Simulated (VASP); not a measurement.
# C (P-1) in VASP: notebook

Runs on C. Level: PBEsol. Tasks: single point.

Everything below comes from runs of VASP 6.6.1. Logs are shortened: lines on timing, memory, paths and dates and some standing lists are left out, and cuts for length are marked.

## (1) The cell of the first run

The typed cell holds 4 atoms: a = 2.459 Å, b = 2.459 Å, c = 7.378 Å, α = 90.00°, β = 90.00°, γ = 119.99°.

## (2) Single point, PBEsol (mode 1 frozen in at -0.085 Å and mode 5 at -0.170 Å (largest displacements))

Input file INCAR:

```
SYSTEM = C
PREC = Accurate ; ENCUT = 600
EDIFF = 1E-6 ; ISMEAR = 0
SIGMA = 0.15 ; LREAL = .False.
LASPH = .True. ; NELM = 120
ALGO = Normal ; ISIF = 2
LWAVE = .False. ; LCHARG = .False.
GGA = PS ; NBANDS = 16
GGA_COMPAT = .False.
```

Input file KPOINTS:

```
regular mesh
0
Gamma
  18 18 6
  0 0 0
```

Input file POSCAR:

```
C
1.0
    1.2294745828     -2.1290849001      0.0000000000
    1.2294745828      2.1290849001      0.0000000000
    0.0000000000      0.0000000000      7.3778161753
C
4
Direct
    0.0340323546      0.8273718563      0.7498447626
    0.6326109514      0.5059848377      0.2501553200
    0.9659676454      0.1726281437      0.2501552374
    0.3673890486      0.4940151623      0.7498446800
```

Potentials or basis: VASP PAW PBE potentials, release 64 (C).

Run with:

```sh
$ cat potpaw_PBE.64/C/POTCAR > POTCAR
$ mpirun -np 1 vasp_std > vasp.out
```

OUTCAR:

```text
SYSTEM = C
   PREC = Accurate
   ENCUT = 600
   EDIFF = 1E-6
   ISMEAR = 0
   LREAL = .False.
   LASPH = .True.
   NELM = 120
   ISIF = 2
   GGA = PS

 ion  position               nearest neighbor table
   1  0.034  0.827  0.750-   4 1.42   4 1.42   4 1.42
   2  0.633  0.506  0.250-   3 1.42   3 1.42   3 1.42
   3  0.966  0.173  0.250-   2 1.42   2 1.42   2 1.42
   4  0.367  0.494  0.750-   1 1.42   1 1.42   1 1.42

  LATTYP: Found a base centered orthorhombic cell.
 ALAT       =     2.4589491656
 B/A-ratio  =     1.7317030623
 C/A-ratio  =     3.0003939400

  Lattice vectors:

 A1 = (   1.2294745828,  -2.1290849001,   0.0000000000)
 A2 = (   1.2294745828,   2.1290849001,   0.0000000000)
 A3 = (   0.0000000000,   0.0000000000,   7.3778161753)

Analysis of symmetry for initial positions (statically):
=====================================================================
 Subroutine PRICEL returns:
 Original cell was already a primitive cell.

 Routine SETGRP: Setting up the symmetry group for a
 base centered orthorhombic supercell.

 Subroutine GETGRP returns: Found  2 space group operations
 (whereof  2 operations were pure point group operations)
 out of a pool of  8 trial point group operations.

The static configuration has the point symmetry S_2 .

Analysis of symmetry for dynamics (positions and initial velocities):
=====================================================================
 Subroutine PRICEL returns:
 Original cell was already a primitive cell.

 Routine SETGRP: Setting up the symmetry group for a
 base centered orthorhombic supercell.

 Subroutine GETGRP returns: Found  2 space group operations
 (whereof  2 operations were pure point group operations)
 out of a pool of  8 trial point group operations.

The dynamic configuration has the point symmetry S_2 .

 Subroutine INISYM returns: Found  2 space group operations
 (whereof  2 operations are pure point group operations),
 and found     1 'primitive' translations

----------------------------------------------------------------------------------------

                                     Primitive cell

  volume of cell :      38.6252

  direct lattice vectors                    reciprocal lattice vectors
     1.229474583 -2.129084900  0.000000000     0.406677785 -0.234842678  0.000000000
     1.229474583  2.129084900  0.000000000     0.406677785  0.234842678  0.000000000
     0.000000000  0.000000000  7.377816175     0.000000000  0.000000000  0.135541463

  length of vectors
     2.458578911  2.458578911  7.377816175     0.469614634  0.469614634  0.135541463

  position of ions in fractional coordinates (direct lattice)
     0.034032355  0.827371856  0.749844763
     0.632610951  0.505984838  0.250155320
     0.965967645  0.172628144  0.250155237
     0.367389049  0.494015162  0.749844680

  ion indices of the primitive-cell ions
   primitive index   ion index
                 1           1
                 2           2
                 3           3
                 4           4

----------------------------------------------------------------------------------------

 KPOINTS: regular mesh

Automatic generation of k-mesh.
 Grid dimensions read from file:
 generate k-points for:   18   18    6

 Generating k-lattice:

  Cartesian coordinates                     Fractional coordinates (reciprocal lattice)
     0.022593210 -0.013046815  0.000000000     0.055555556 -0.000000000  0.000000000
     0.022593210  0.013046815  0.000000000    -0.000000000  0.055555556  0.000000000
     0.000000000  0.000000000  0.022590244     0.000000000  0.000000000  0.166666667

  Length of vectors
     0.026089702  0.026089702  0.022590244

  Shift w.r.t. Gamma in fractional coordinates (k-lattice)
     0.000000000  0.000000000  0.000000000

 Subroutine IBZKPT returns following result:
 ===========================================

 Found    976 irreducible k-points:

 Following reciprocal coordinates:
            Coordinates               Weight
  0.000000  0.000000  0.000000      1.000000
  0.055556  0.000000  0.000000      2.000000
  0.000000  0.055556  0.000000      2.000000
  0.111111  0.000000  0.000000      2.000000
  0.000000  0.111111  0.000000      2.000000
  0.166667 -0.000000  0.000000      2.000000
[... 16 lines left out ...]
  0.166667  0.055556  0.000000      2.000000
  0.055556  0.166667  0.000000      2.000000
 [... further k-points ...]
   k-points           NKPTS =    976   k-points in BZ     NKDIM =    976   number of bands    NBANDS=     16
   number of dos      NEDOS =    301   number of ions     NIONS =      4
   total plane-waves  NPLWV =  24000
   dimension x,y,z NGX =    20 NGY =   20 NGZ =   60
   dimension x,y,z NGXF=    40 NGYF=   40 NGZF=  120
   ions per type =               4
   NGX,Y,Z   is equivalent  to a cutoff of  13.52, 13.52, 13.52 a.u.
   NGXF,Y,Z  is equivalent  to a cutoff of  27.05, 27.05, 27.04 a.u.
 SYSTEM =  C
   PREC   = accura    normal or accurate (medium, high low for compatibility)
   ISTART =      0    job   : 0-new  1-cont  2-samecut
   ICHARG =      2    charge: 1-file 2-atom 10-const
   ISPIN  =      1    spin polarized calculation?
   LNONCOLLINEAR =      F non collinear calculations
   LSORBIT =      F    spin-orbit coupling
   LASPH  =      T    aspherical Exc in radial PAW
   ENCUT  =  600.0 eV  44.10 Ry    6.64 a.u.   4.91  4.91 14.74*2*pi/ulx,y,z
   NELM   =    120;   NELMIN=  2; NELMDL= -5     # of ELM steps
   EDIFF  = 0.1E-05   stopping-criterion for ELM
   LREAL  =      F    real-space projection
   EDIFFG = 0.1E-04   stopping-criterion for IOM
   NSW    =      0    number of steps for IOM
   IBRION =     -1    ionic relax: 0-MD 1-quasi-New 2-CG
   NFREE  =      0    steps in history (QN), initial steepest desc. (CG)
   ISIF   =      2    stress and relaxation
   ISYM   =      2    0-nonsym 1-usesym 2-fastsym
   POTIM  = 0.5000    time-step for ionic-motion
   TEBEG  =    0.0;   TEEND  =   0.0 temperature during run
   PSTRESS=    0.0 pullay stress
   NELECT =      16.0000    total number of electrons
   NUPDOWN=      -1.0000    fix difference up-down
   EMIN   =  10.00;   EMAX   =-10.00  energy-range for DOS
   EFERMI =   0.00;   METHOD = LEGACY
   ISMEAR =     0;   SIGMA  =   0.15  broadening in eV -4-tet -1-fermi 0-gaus
   EFERMI_NEDOS =   21; number of points for ismear=-14 and -15
   IALGO  =     38    algorithm
   IMIX   =      4    mixing-type and parameters
     AMIX     =   0.40;   BMIX     =  1.00
     AMIX_MAG =   1.60;   BMIX_MAG =  1.00
  volume/ion in A,a.u.               =       9.66        65.16
  Fermi-wavevector in a.u.,A,eV,Ry     =   1.220370  2.306164 20.263182  1.489302
  Thomas-Fermi vector in A             =   2.355589
   LORBIT       =      0    0 simple, 1 ext, 2 COOP (PROOUT), +10 PAW based schemes
   GGA     = PS    functional components
   LHFCALC =     F    Hartree Fock is set to
   AEXX    =    0.0000 exact exchange contribution
   IVDW    =     0    specifies the selected vdW correction
   LEPSILON=     F    determine dielectric tensor
   LRPA    =     F    only Hartree local field effects (RPA)
 non-spin polarized calculation
 Gauss-broadening in eV      SIGMA  =   0.15
  energy-cutoff  :      600.00
  volume of cell :       38.63
 maximum number of plane-waves:      1326
   NGX =  9   NGY =  9   NGZ = 29

 number of electron      16.0000001 magnetization

 Free energy of the ion-electron system (eV)
  ---------------------------------------------------
  ext. energy  EPLUGINS =         0.00000000
  ---------------------------------------------------
  free energy    TOTEN  =       -38.58466250 eV

  energy without entropy =      -38.58386384  energy(sigma->0) =      -38.58426317

 E-fermi :   3.8550     XC(G=0):  -9.8868

 val. band max:        3.8547661376   @ k =   0.3333   0.3333   0.5000
 cond. band min:       3.8558920564   @ k =   0.3333   0.3333   0.5000
 fundamental gap:      0.0011259188
 Fermi energy:         3.8550235356

 k-point     1 :       0.0000    0.0000    0.0000
  band No.  band energies     occupation
      1     -15.7566      2.00000
      2     -15.6147      2.00000
      3      -4.4237      2.00000
      4      -3.2165      2.00000
      5       0.8606      2.00000
      6       0.8656      2.00000
[... 8 lines left out ...]
     15      15.4102      0.00000
     16      15.4341      0.00000

 k-point     2 :       0.0556    0.0000    0.0000
  band No.  band energies     occupation
      1     -15.6829      2.00000
      2     -15.5417      2.00000
      3      -4.3339      2.00000
      4      -3.1307      2.00000
      5       0.5620      2.00000
      6       0.5720      2.00000
[... 8 lines left out ...]
     15      15.1241      0.00000
     16      15.2033      0.00000

 k-point     3 :       0.0000    0.0556    0.0000
  band No.  band energies     occupation
      1     -15.6829      2.00000
      2     -15.5417      2.00000
      3      -4.3339      2.00000
      4      -3.1306      2.00000
      5       0.5625      2.00000
      6       0.5713      2.00000
[... 8 lines left out ...]
     15      15.1321      0.00000
     16      15.1952      0.00000

 k-point     4 :       0.1111    0.0000    0.0000
  band No.  band energies     occupation
      1     -15.4620      2.00000
      2     -15.3230      2.00000
      3      -4.0656      2.00000
      4      -2.8742      2.00000
      5      -0.2623      2.00000
      6      -0.2446      2.00000
[... 8 lines left out ...]
     15      14.3496      0.00000
     16      14.5110      0.00000

 k-point     5 :       0.0000    0.1111    0.0000
  band No.  band energies     occupation
      1     -15.4620      2.00000
      2     -15.3230      2.00000
      3      -4.0657      2.00000
      4      -2.8741      2.00000
      5      -0.2621      2.00000
      6      -0.2449      2.00000
[... 8 lines left out ...]
     15      14.3626      0.00000
     16      14.4977      0.00000

 k-point     6 :       0.1667   -0.0000    0.0000
  band No.  band energies     occupation
      1     -15.0952      2.00000
      2     -14.9597      2.00000
      3      -3.6215      2.00000
      4      -2.4508      2.00000
      5      -1.4465      2.00000
      6      -1.4191      2.00000
[... 8 lines left out ...]
     15      14.7736      0.00000
     16      14.7828      0.00000
[... 267 lines left out ...]
 k-point    21 :       0.1111    0.0556    0.0000
  band No.  band energies     occupation
      1     -15.2418      2.00000
      2     -15.1049      2.00000
      3      -3.7986      2.00000
      4      -2.6196      2.00000
      5      -0.9230      2.00000
      6      -0.8987      2.00000
[... 8 lines left out ...]
     15      13.9811      0.00000
     16      14.0152      0.00000

 k-point    22 :       0.0556    0.1111    0.0000
  band No.  band energies     occupation
      1     -15.2418      2.00000
      2     -15.1049      2.00000
      3      -3.7986      2.00000
      4      -2.6195      2.00000
      5      -0.9230      2.00000
      6      -0.8988      2.00000
[... 8 lines left out ...]
     15      13.9811      0.00000
     16      14.0151      0.00000

 k-point    23 :       0.1667    0.0556    0.0000
  band No.  band energies     occupation
      1     -14.8029      2.00000
      2     -14.6702      2.00000
      3      -3.2689      2.00000
      4      -2.1652      2.00000
      5      -2.1319      2.00000
      6      -2.1160      2.00000
[... 8 lines left out ...]
     15      15.2985      0.00000
     16      15.3167      0.00000

 k-point    24 :       0.0556    0.1667    0.0000
  band No.  band energies     occupation
      1     -14.8030      2.00000
      2     -14.6702      2.00000
      3      -3.2691      2.00000
      4      -2.1651      2.00000
      5      -2.1320      2.00000
      6      -2.1158      2.00000
[... 8 lines left out ...]
     15      15.2915      0.00000
     16      15.3237      0.00000

 [... further k-points ...]

------------------------ aborting loop because EDIFF is reached ----------------------------------------

  FORCE on cell =-STRESS in cart. coord.  units (eV):
  Direction    XX          YY          ZZ          XY          YZ          ZX
  --------------------------------------------------------------------------------------
  -------------------------------------------------------------------------------------
  Total        0.1293840      0.1381189     -0.0448095     -0.0031341     -0.0000881      0.0003362
  in kB        5.3668671      5.7291927     -1.8587036     -0.1300020     -0.0036541      0.0139454
  external PRESSURE =       3.0791187 kB  Pullay stress =       0.0000000 kB

 VOLUME and BASIS-vectors are now :
 -----------------------------------------------------------------------------
  energy-cutoff  :      600.00
  volume of cell :       38.63
      direct lattice vectors                 reciprocal lattice vectors
     1.229474583 -2.129084900  0.000000000     0.406677785 -0.234842678  0.000000000
     1.229474583  2.129084900  0.000000000     0.406677785  0.234842678  0.000000000
     0.000000000  0.000000000  7.377816175     0.000000000  0.000000000  0.135541463

 POSITION                                       TOTAL-FORCE (eV/Angst)
 -----------------------------------------------------------------------------------
      1.05907      1.68909      5.53222         0.005966     -0.002768      0.000164
      1.39987     -0.26960      1.84560        -0.006519      0.000508     -0.000152
      1.39987     -1.68909      1.84560        -0.005966      0.002768     -0.000164
      1.05907      0.26960      5.53222         0.006519     -0.000508      0.000152
 -----------------------------------------------------------------------------------
    total drift:                               -0.000000     -0.000000      0.000000

  FREE ENERGIE OF THE ION-ELECTRON SYSTEM (eV)
  ---------------------------------------------------
  free  energy   TOTEN  =       -38.5846625013 eV

  energy  without entropy=      -38.5838638427  energy(sigma->0) =      -38.58426317
```

It took 5.5 min on 1 thread of Intel Xeon 6975P-C (Granite Rapids), shared host; peak memory 0.58 GiB.

Results:

```
Free energy            : -38.5847 eV
Pressure               : 0.3 GPa
Largest force          : 0.007 eV/Å
Band gap on the k mesh : zero (filled and empty bands touch)
```

Forces on the atoms (eV/Å):
```
C    0.006 -0.003  0.000
C   -0.007  0.001  0.000
C   -0.006  0.003  0.000
C    0.007 -0.001  0.000
```

Caveat: the cell differs from its parent crystal (mode 1 frozen in at -0.085 Å and mode 5 at -0.170 Å (largest displacements)); the PAW data sets were made with another functional, which shifts forces and pressure a little.

(Continued in part 2 of 2.)
